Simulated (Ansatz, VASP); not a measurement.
## MnS in VASP and in Ansatz

Contents of INCAR:

```
SYSTEM = MnS
PREC = Accurate ; ENCUT = 520
EDIFF = 1E-6 ; ISMEAR = 0
SIGMA = 0.05 ; LREAL = .FALSE.
LASPH = .TRUE. ; NELM = 100
ALGO = Normal ; ISIF = 2
LWAVE = .FALSE. ; LCHARG = .FALSE.
GGA = PE ; NBANDS = 16
```

The input KPOINTS:

```
regular mesh
0
G
  10 10 10
  0 0 0
```

The input POSCAR:

```
MnS
1.0
    0.0000000000      2.5052354505      2.5052354505
    2.5052354505      0.0000000000      2.5052354505
    2.5052354505      2.5052354505      0.0000000000
Mn S
1 1
Direct
    0.0000000000      0.0000000000      0.0000000000
    0.2500000000      0.2500000000      0.2500000000
```

Input for Ansatz:

```yaml
crystal:
  lattice:
    - [0.0, 2.5052354505, 2.5052354505]
    - [2.5052354505, 0.0, 2.5052354505]
    - [2.5052354505, 2.5052354505, 0.0]
  atoms:
    - { symbol: Mn, position: [0.0, 0.0, 0.0] }
    - { symbol: S, position: [0.25, 0.25, 0.25] }
basis:
  ecutwfc: 420
  ecutrho_ratio: 4
kpoints:
  mp_grid: { grid: [10, 10, 10] }
hamiltonian:
  xc: pbe
scf:
  occupations: { method: gaussian, width: 0.05 }
output:
  forces: true
  stress: true
  eigenvalues: true
```

Alike in both runs: task single point; functional PBE; k mesh 10 × 10 × 10; occupations gaussian, width 0.05 eV; no spin polarisation.

|  | VASP | Ansatz |
| --- | --- | --- |
| version | VASP 6.6.1 | Ansatz 0.2.0 |
| potentials or method | VASP PAW PBE potentials, release 64 (Mn_pv, S), cutoff 520 eV | scalar-relativistic, plane waves, PAW |
| valence electrons in the cell | 19 | 21 |

```tsv
	VASP	Ansatz	Ansatz less VASP
gap on the k mesh at the Fermi level (eV)	none	none	-
pressure (GPa)	-2.3	-2.4	-0.12
```

A gap of «none» marks a metal or a gap that the smearing closes. VASP's potentials hold 19 valence electrons a cell and Ansatz's 21, so a difference there can come from the potentials and not from the codes.
